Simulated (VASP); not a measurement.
# MgO in VASP: further runs, part 2 of 2

VASP 6.6.1.

## Step 3: Single point, PBE

The input, INCAR:

```
PREC     = Accurate       # precision mode
ENCUT    = 520            # plane-wave cutoff, eV
EDIFF    = 1E-6           # SCF threshold, eV
ISMEAR   = -1             # smearing method
SIGMA    = 0.002          # smearing width, eV
LREAL    = Auto         
LASPH    = True           # aspherical terms in the spheres
NELM     = 80             # most SCF steps
ALGO     = Normal         # electronic algorithm
ISIF     = 2              # what is computed and relaxed
LWAVE    = False          # write WAVECAR
LCHARG   = False          # write CHGCAR
GGA      = PE             # functional
NBANDS   = 66             # bands
```

The input, KPOINTS:

```
Automatic mesh
0
Gamma
  2 2 1
```

The input, POSCAR:

```
MgO
1.0
    5.5677590000      0.0000000000      0.0000000000
    2.7838790000      4.8218210000      0.0000000000
    0.0000000000      0.0000000000     17.6825700000
Mg O
12 12
Direct
    0.0000000000      0.0000000000      0.0565528653
   -0.0000060056      0.4999978224      0.0565528653
    0.5000036819      0.0000000000      0.0565528653
    0.4999976763      0.4999978224      0.0565528653
    0.6682949286      0.7072846545      0.2052755906
    0.6644819181      0.2175111851      0.2007174296
    0.1448813026      0.6561836286      0.2056544948
    0.1778222193      0.1671152869      0.2057676005
    0.3516225779      0.3830088259      0.3642796268
    0.3535958485      0.8863041577      0.3554347586
    0.8642778640      0.3630578572      0.3608581784
    0.8277843339      0.9059647797      0.3480885414
    0.3333283089      0.8333366170      0.1208251968
    0.3333343145      0.3333387946      0.1208251968
    0.8333319908      0.8333366170      0.1208251968
    0.8333379965      0.3333387946      0.1208251968
   -0.0037653170      0.5000807786      0.2688127348
   -0.0001273993      0.0213404853      0.2675063636
    0.4785229888      0.5693492147      0.2726922614
    0.5010614255      0.0519098490      0.2725508792
    0.7172435724      0.2087593048      0.4271777236
    0.6875408848      0.7132989798      0.4069600742
    0.1687563162      0.2193362217      0.4282974703
    0.2025595854      0.7288740084      0.4305369638
```

Potentials or basis: VASP PAW PBE potentials, release 64 (Mg, O).

Started as:

```sh
cat potpaw_PBE.64/Mg/POTCAR potpaw_PBE.64/O/POTCAR > POTCAR
mpirun -np 1 vasp_std > vasp.out
```

OUTCAR:

```text
PREC = Accurate
   ENCUT = 520
   EDIFF = 1E-6
   ISMEAR = -1
   LREAL = Auto
   LASPH = True
   NELM = 80
   ISIF = 2
   GGA = PE

 ion  position               nearest neighbor table
   1  0.000  0.000  0.057-  13 1.97  15 1.97  16 1.97   2 2.78   3 2.78   4 2.78   4 2.78   3 2.78
                             2 2.78   6 3.03   7 3.12   8 3.12
   2  1.000  0.500  0.057-  16 1.97  15 1.97  14 1.97   1 2.78   3 2.78   4 2.78   4 2.78   3 2.78
                             1 2.78   7 3.01   5 3.09   8 3.09
   3  0.500  0.000  0.057-  15 1.97  13 1.97  14 1.97   4 2.78   2 2.78   1 2.78   1 2.78   2 2.78
                             4 2.78   5 2.99   8 3.06   6 3.15
   4  0.500  0.500  0.057-  14 1.97  13 1.97  16 1.97   3 2.78   2 2.78   1 2.78   1 2.78   2 2.78
                             3 2.78   6 2.89   7 3.15   5 3.19
   5  0.668  0.707  0.205-  17 1.95  19 1.98  20 2.04  15 2.05  13 2.21  16 2.34   7 2.52   8 2.65
                             6 2.74   6 2.83   8 2.93   3 2.99  10 3.06  12 3.06   7 3.07   2 3.09
   6  0.664  0.218  0.201-  16 1.98  18 2.01  20 2.03  19 2.12  14 2.15  15 2.33   7 2.70   8 2.73
                             5 2.74   5 2.83   8 2.86   4 2.89   7 2.93  12 3.01   1 3.03   3 3.15
   7  0.145  0.656  0.206-  17 1.85  19 2.05  18 2.08  15 2.13  14 2.17  13 2.31   5 2.52   8 2.64
                             6 2.70   6 2.93   8 2.94  12 2.99   2 3.01   5 3.07   1 3.12   9 3.12
   8  0.178  0.167  0.206-  18 1.91  17 1.96  20 1.97  14 2.16  13 2.20  16 2.24   7 2.64   5 2.65
                             6 2.73   6 2.86   5 2.93   7 2.94  10 2.98   3 3.06   2 3.09   1 3.12
   9  0.352  0.383  0.364-  23 2.02  24 2.04  21 2.09  19 2.22  20 2.28  17 2.43  12 2.67  10 2.76
[... 5 lines left out ...]
  12  0.828  0.906  0.348-  22 1.92  18 1.99  21 2.03  20 2.07  24 2.32  17 2.41  11 2.66   9 2.67
                            10 2.70  10 2.88   9 2.93  11 2.94   7 2.99   6 3.01   5 3.06
  13  0.333  0.833  0.121-   1 1.97   3 1.97   4 1.97   8 2.20   5 2.21   7 2.31
  14  0.333  0.333  0.121-   4 1.97   3 1.97   2 1.97   6 2.15   8 2.16   7 2.17
  15  0.833  0.833  0.121-   3 1.97   1 1.97   2 1.97   5 2.05   7 2.13   6 2.33
  16  0.833  0.333  0.121-   2 1.97   1 1.97   4 1.97   6 1.98   8 2.24   5 2.34
  17  0.996  0.500  0.269-   7 1.85   5 1.95   8 1.96  11 2.08  12 2.41   9 2.43
  18  1.000  0.021  0.268-   8 1.91  12 1.99   6 2.01   7 2.08  10 2.32  11 2.34
  19  0.479  0.569  0.273-   5 1.98   7 2.05   6 2.12  10 2.12   9 2.22  11 2.43
  20  0.501  0.052  0.273-   8 1.97   6 2.03   5 2.04  12 2.07  10 2.10   9 2.28
  21  0.717  0.209  0.427-  11 1.87  12 2.03   9 2.09
  22  0.688  0.713  0.407-  10 1.85  11 1.88  12 1.92
  23  0.169  0.219  0.428-  11 1.89   9 2.02  10 2.06
  24  0.203  0.729  0.431-  10 1.99   9 2.04  12 2.32

  LATTYP: Found a hexagonal cell.
 ALAT       =     5.5677589785
 C/A-ratio  =     3.1758863967

  Lattice vectors:

 A1 = (  -2.7838790000,  -4.8218210000,   0.0000000000)
 A2 = (   5.5677590000,   0.0000000000,   0.0000000000)
 A3 = (   0.0000000000,   0.0000000000,  17.6825700000)

Analysis of symmetry for initial positions (statically):
=====================================================================
 Subroutine PRICEL returns:
 Original cell was already a primitive cell.

 Routine SETGRP: Setting up the symmetry group for a
 hexagonal supercell.

 Subroutine GETGRP returns: Found  1 space group operations
 (whereof  1 operations were pure point group operations)
 out of a pool of 24 trial point group operations.

The static configuration has the point symmetry C_1 .

Analysis of symmetry for dynamics (positions and initial velocities):
=====================================================================
 Subroutine PRICEL returns:
[... 116 lines left out ...]
   total plane-waves  NPLWV = 246960
   dimension x,y,z NGX =    42 NGY =   42 NGZ =  140
   dimension x,y,z NGXF=    84 NGYF=   84 NGZF=  280
   ions per type =              12  12
   NGX,Y,Z   is equivalent  to a cutoff of  12.54, 12.54, 13.16 a.u.
   NGXF,Y,Z  is equivalent  to a cutoff of  25.08, 25.08, 26.32 a.u.
 SYSTEM =  unknown system
   PREC   = accura    normal or accurate (medium, high low for compatibility)
   ISTART =      0    job   : 0-new  1-cont  2-samecut
   ICHARG =      2    charge: 1-file 2-atom 10-const
   ISPIN  =      1    spin polarized calculation?
   LNONCOLLINEAR =      F non collinear calculations
   LSORBIT =      F    spin-orbit coupling
   LASPH  =      T    aspherical Exc in radial PAW
   ENCUT  =  520.0 eV  38.22 Ry    6.18 a.u.  10.35 10.35 32.88*2*pi/ulx,y,z
   NELM   =     80;   NELMIN=  2; NELMDL= -5     # of ELM steps
   EDIFF  = 0.1E-05   stopping-criterion for ELM
   LREAL  =      T    real-space projection
   EDIFFG = 0.1E-04   stopping-criterion for IOM
   NSW    =      0    number of steps for IOM
   IBRION =     -1    ionic relax: 0-MD 1-quasi-New 2-CG
   NFREE  =      0    steps in history (QN), initial steepest desc. (CG)
   ISIF   =      2    stress and relaxation
   ISYM   =      2    0-nonsym 1-usesym 2-fastsym
   POTIM  = 0.5000    time-step for ionic-motion
   TEBEG  =    0.0;   TEEND  =   0.0 temperature during run
   PSTRESS=    0.0 pullay stress
   NELECT =      96.0000    total number of electrons
   NUPDOWN=      -1.0000    fix difference up-down
   EMIN   =  10.00;   EMAX   =-10.00  energy-range for DOS
   EFERMI =   0.00;   METHOD = LEGACY
   ISMEAR =    -1;   SIGMA  =   0.00  broadening in eV -4-tet -1-fermi 0-gaus
   EFERMI_NEDOS =   21; number of points for ismear=-14 and -15
   IALGO  =     38    algorithm
   IMIX   =      4    mixing-type and parameters
     AMIX     =   0.40;   BMIX     =  1.00
     AMIX_MAG =   1.60;   BMIX_MAG =  1.00
  volume/ion in A,a.u.               =      19.78       133.48
  Fermi-wavevector in a.u.,A,eV,Ry     =   0.960918  1.815871 12.563119  0.923363
  Thomas-Fermi vector in A             =   2.090244
   LORBIT       =      0    0 simple, 1 ext, 2 COOP (PROOUT), +10 PAW based schemes
   GGA     = PE    functional components
   LHFCALC =     F    Hartree Fock is set to
   AEXX    =    0.0000 exact exchange contribution
   IVDW    =     0    specifies the selected vdW correction
   LEPSILON=     F    determine dielectric tensor
   LRPA    =     F    only Hartree local field effects (RPA)
 non-spin polarized calculation
  energy-cutoff  :      520.00
  volume of cell :      474.72
 maximum number of plane-waves:     12815
 NGX is ok and might be reduce to    42
   NGX = 21   NGY = 21   NGZ = 65

 number of electron      95.9999991 magnetization

 Free energy of the ion-electron system (eV)
  ---------------------------------------------------
  ext. energy  EPLUGINS =         0.00000000
  ---------------------------------------------------
  free energy    TOTEN  =      -116.94076940 eV

  energy without entropy =     -116.93885114  energy(sigma->0) =     -116.93981027

 E-fermi :  -1.7559     XC(G=0):  -6.2116

 val. band max:       -1.7560086748   @ k =   0.5000   0.0000   0.0000
 cond. band min:      -1.7448835306   @ k =   0.0000   0.5000   0.0000
 fundamental gap:      0.0111251442
 Fermi energy:        -1.7559248273

 k-point     1 :       0.0000    0.0000    0.0000
  band No.  band energies     occupation
      1     -21.0801      2.00000
      2     -19.9560      2.00000
      3     -19.8922      2.00000
      4     -19.6943      2.00000
      5     -19.5675      2.00000
      6     -18.5364      2.00000
[... 241 lines left out ...]
     59       5.9022      0.00000
     60       5.9604      0.00000
 [bands above 60 left out]

------------------------ aborting loop because EDIFF is reached ----------------------------------------

  FORCE on cell =-STRESS in cart. coord.  units (eV):
  Direction    XX          YY          ZZ          XY          YZ          ZX
  --------------------------------------------------------------------------------------
  -------------------------------------------------------------------------------------
  Total       48.3526025     47.3385242    -12.6368464     -1.5727774     -5.2780802     -5.0514391
  in kB      163.1899984    159.7674847    -42.6493473     -5.3081227    -17.8135170    -17.0486034
  external PRESSURE =      93.4360453 kB  Pullay stress =       0.0000000 kB

 VOLUME and BASIS-vectors are now :
 -----------------------------------------------------------------------------
  energy-cutoff  :      520.00
  volume of cell :      474.72
      direct lattice vectors                 reciprocal lattice vectors
     5.567759000  0.000000000  0.000000000     0.179605475 -0.103695245  0.000000000
     2.783879000  4.821821000  0.000000000     0.000000000  0.207390527  0.000000000
     0.000000000  0.000000000 17.682570000     0.000000000  0.000000000  0.056552865

 POSITION                                       TOTAL-FORCE (eV/Angst)
 -----------------------------------------------------------------------------------
      0.00000      0.00000      1.00000        -0.008832     -0.060151     -0.172973
      6.95966      2.41090      1.00000        -0.022025     -0.015903     -0.349239
      2.78390      0.00000      1.00000         0.056925      0.039192     -0.303106
      4.17580      2.41090      1.00000        -0.019855      0.109674     -0.289305
      5.68990      3.41040      3.62980        -1.365415     -0.367641      0.469589
      4.30520      1.04880      3.54920        -0.386083     -0.353692      1.289857
[... 16 lines left out ...]
      1.55020      1.05760      7.57340         0.773481     -0.707919     -0.572946
      3.15690      3.51450      7.61300        -0.656244      0.162667     -1.161393
 -----------------------------------------------------------------------------------
    total drift:                                0.004718      0.004291      0.029319

  FREE ENERGIE OF THE ION-ELECTRON SYSTEM (eV)
  ---------------------------------------------------
  free  energy   TOTEN  =      -116.9407694031 eV

  energy  without entropy=     -116.9388511393  energy(sigma->0) =     -116.93981027
```

Run time: 13 min. Hardware: 1 thread of Intel Xeon Platinum 8488C (Sapphire Rapids), shared host; peak memory 0.55 GiB.

What came out:

```yaml
Free_energy: -116.9408 eV
Largest_force: 3.238 eV/Å
Band_gap_on_the_k_mesh: zero (bands 48 and 49 overlap by 0.29 eV)
```

Forces on the atoms (eV/Å):
```
Mg  -0.009 -0.060 -0.173
Mg  -0.022 -0.016 -0.349
Mg   0.057  0.039 -0.303
Mg  -0.020  0.110 -0.289
Mg  -1.365 -0.368  0.470
Mg  -0.386 -0.354  1.290
Mg   2.761  1.683 -0.163
Mg  -0.271 -0.072 -0.314
Mg   0.117  0.550  0.059
Mg  -0.975 -0.043 -0.847
Mg  -0.008  1.224 -1.918
Mg   0.538 -1.137  0.379
O    0.213  0.167  0.565
O    0.074  0.131  1.057
O    0.056  0.145  0.934
O    0.375  0.340  0.371
O    0.137  0.565  0.580
O   -0.536 -0.096  0.364
O   -0.410 -1.530 -0.440
O    0.237 -0.164 -0.298
O   -1.286 -0.602 -0.518
O    0.606  0.032  1.279
O    0.773 -0.708 -0.573
O   -0.656  0.163 -1.161
```

Caveat: the k points lie up to 0.65 Å⁻¹ apart; the atoms stand as in a frame of molecular dynamics.
